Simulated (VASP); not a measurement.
**Pb: relaxation of cell and atoms with PBEsol**

The system is Pb.

```
Pb
1.0
    -1.97966    1.97966    1.97966
     1.97966   -1.97966    1.97966
     1.97966    1.97966   -1.97966
Pb
1
Direct
  0.00000 0.00000 0.00000
```

This isn't the form of Pb at room conditions, which is fcc.

- Program: VASP 6.6.1
- Task: relaxation of cell and atoms
- Functional: PBEsol
- Potentials or basis: VASP PAW PBE potentials, release 64 (Pb_d)
- Cutoff: 600 eV
- k mesh: 9 × 9 × 9
- Occupations: fermi-dirac, width 0.05 eV
- Spin: no spin polarisation
- Target pressure: 2 GPa
- Dipole correction: no
- Further INCAR settings: ALGO = Normal; EDIFF = 1e-06; IBRION = 2; EDIFFG = -0.01; NSW = 60; ISIF = 3

```
Relaxed volume                                             : 28.55 Å³/atom
Relaxed cell                                               : a = 3.335 Å, b = 3.335 Å, c = 3.335 Å, α = 109.47°, β = 109.47°, γ = 109.47°
Space group after relaxing (to 0.1 Å)                      : Im-3m (No. 229)
Energy change on relaxing (the run minimises the enthalpy) : -2.1 meV/atom
Ionic steps                                                : 3
Pressure after relaxing                                    : 2.0 GPa
Band gap on the k mesh                                     : zero (bands 7 and 8 overlap by 10.43 eV)
```

Step by step:
| step | energy change (eV) | largest force (eV/Å) | pressure (GPa) | volume (Å³) |
| --- | --- | --- | --- | --- |
| 1 | 0.0000 | 0.0000 | -1.97 | 31.03 |
| 2 | 0.0132 | 0.0000 | 3.86 | 27.70 |
| 3 | -0.0021 | 0.0000 | 1.99 | 28.55 |

Final structure:
```cif
data_structure
_symmetry_space_group_name_H-M 'P 1'
_symmetry_Int_Tables_number 1
_cell_length_a 3.3349
_cell_length_b 3.3349
_cell_length_c 3.3349
_cell_angle_alpha 109.471
_cell_angle_beta 109.471
_cell_angle_gamma 109.471
_cell_volume 28.55
loop_
_atom_site_label
_atom_site_type_symbol
_atom_site_fract_x
_atom_site_fract_y
_atom_site_fract_z
_atom_site_occupancy
Pb1 Pb 0.00000 0.00000 0.00000 1
```

Levels at points of the mesh, in eV from the Fermi level:
```csv
k point,band 3,band 4,band 5,band 6,band 7,band 8,band 9,band 10,band 11
"(0.00, 0.00, 0.00)",-17.15,-16.86,-16.86,-12.24,8.16,8.16,8.16,11.16,11.16
```

Run time: 46 s on 1 thread of Intel Xeon 8259CL (shared host), peak memory 0.17 GiB.

Caveat: the cell is relaxed towards a set pressure, so the run minimises the enthalpy, not the energy; the PAW data sets were made with another functional, which shifts forces and pressure a little; spin-orbit coupling is left out, which moves the levels of the heavy elements.
